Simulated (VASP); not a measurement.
Here is a VASP 6.6.1 calculation.

INCAR

```
PREC     = Accurate       # precision mode
ENCUT    = 520            # plane-wave cutoff, eV
EDIFF    = 1E-6           # SCF threshold, eV
ISMEAR   = -1             # smearing method
SIGMA    = 0.02           # smearing width, eV
LREAL    = F              # projectors in reciprocal space
LASPH    = T              # aspherical terms in the spheres
NELM     = 60             # most SCF steps
ALGO     = Normal         # electronic algorithm
ISIF     = 2              # what is computed and relaxed
LWAVE    = F              # write WAVECAR
LCHARG   = F              # write CHGCAR
GGA      = PE             # functional
IVDW     = 13             # dispersion correction
NBANDS   = 16             # bands
```

KPOINTS

```
regular mesh
0
Gamma
  6 6 6
```

File POSCAR:

```
Si3C
1.0
    1.6986113246      0.9806937055      5.8709154094
   -1.6986113246      0.9806937055      5.8709154094
    0.0000000000     -1.9613874110      5.8709154094
C Si
1 3
Direct
    0.9989692349     -0.0010307651     -0.0010307651
    0.4966196746      0.4966196746      0.4966196746
    0.3638779033      0.3638779033      0.3638779033
    0.8905331871      0.8905331871      0.8905331871
```

Potentials or basis: VASP PAW PBE potentials, release 64 (C, Si).

Launch:

```bash
$ cat potpaw_PBE.64/C/POTCAR potpaw_PBE.64/Si/POTCAR > POTCAR
$ mpirun -np 1 vasp_std > vasp.out
```

(1) What does it give for the largest force?

(2) Predict the dispersion energy per atom.

(3) Predict the pressure.

(4) Estimate the band gap on the k mesh.

Results:

(1) 0.067 eV/Å.

(2) -0.339 eV.

(3) -1.0 GPa.

(4) zero (band 8 reaches 8.82 eV, above the bottom of band 9 at 7.44 eV).

Caveat: the k points lie up to 0.36 Å⁻¹ apart; pairwise dispersion overbinds metals, which lowers pressure and volume.
